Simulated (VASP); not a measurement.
GaSe5:

```
Ga Se
1.0
     6.50059    0.00000    0.00000
    -3.25029    5.62968    0.00000
     0.00000    0.00000    3.63945
Ga Se
1 5
Direct
  0.00000 0.00000 0.50000
  0.68858 0.00000 0.00000
  0.00000 0.68858 0.00000
  0.31142 0.31142 0.00000
  0.33333 0.66667 0.50000
  0.66667 0.33333 0.50000
```

The cell was generated, and may not be a known phase.

| Quantity | Value |
| --- | --- |
| Program | VASP 6.6.1 |
| Task | relaxation of cell and atoms |
| Functional | PBE |
| Potentials or basis | VASP PAW PBE potentials, release 64 (Ga_d, Se) |
| Cutoff | 600 eV |
| k mesh | 3 × 3 × 6 |
| Occupations | gaussian, width 0.1 eV |
| Spin | no spin polarisation |

At the start: pressure -0.1 GPa; volume 22.20 Å³/atom.

Problem. How do energy, volume and symmetry change on relaxing?

Solution. Over 8 steps the energy falls by 7.2 meV/atom and the volume is 22.15 Å³/atom (-0.2 %); space group P-62m (No. 189, to 0.1 Å) before and after.

The path:
| step | energy change (eV) | largest force (eV/Å) | pressure (GPa) | volume (Å³) |
| --- | --- | --- | --- | --- |
| 1 | 0.0000 | 0.2358 | -0.14 | 133.19 |
| 2 | -0.0100 | 0.2152 | -0.01 | 132.81 |
| 3 | -0.0311 | 0.1362 | 0.41 | 131.68 |
| 4 | -0.0151 | 0.0453 | 1.39 | 129.36 |
| 5 | -0.0352 | 0.0787 | 0.70 | 130.95 |
| 6 | -0.0405 | 0.0543 | -0.16 | 132.79 |
| 7 | -0.0406 | 0.0552 | -0.13 | 132.72 |
| 8 | -0.0433 | 0.0299 | -0.07 | 132.92 |

Final structure:
```
Ga Se
1.0
     6.43716    0.00000    0.00000
    -3.21858    5.57474    0.00000
     0.00000    0.00000    3.70394
Ga Se
1 5
Direct
  0.00000 0.00000 0.50000
  0.67452 0.00000 0.00000
  0.00000 0.67452 0.00000
  0.32548 0.32548 0.00000
  0.33333 0.66667 0.50000
  0.66667 0.33333 0.50000
```

Caveat: the k points lie up to 0.38 Å⁻¹ apart in the final cell, too coarse for converged energies and pressures of a metal; an odd number of electrons without spin polarisation forces a metal; a magnetic or distorted state may lie lower.
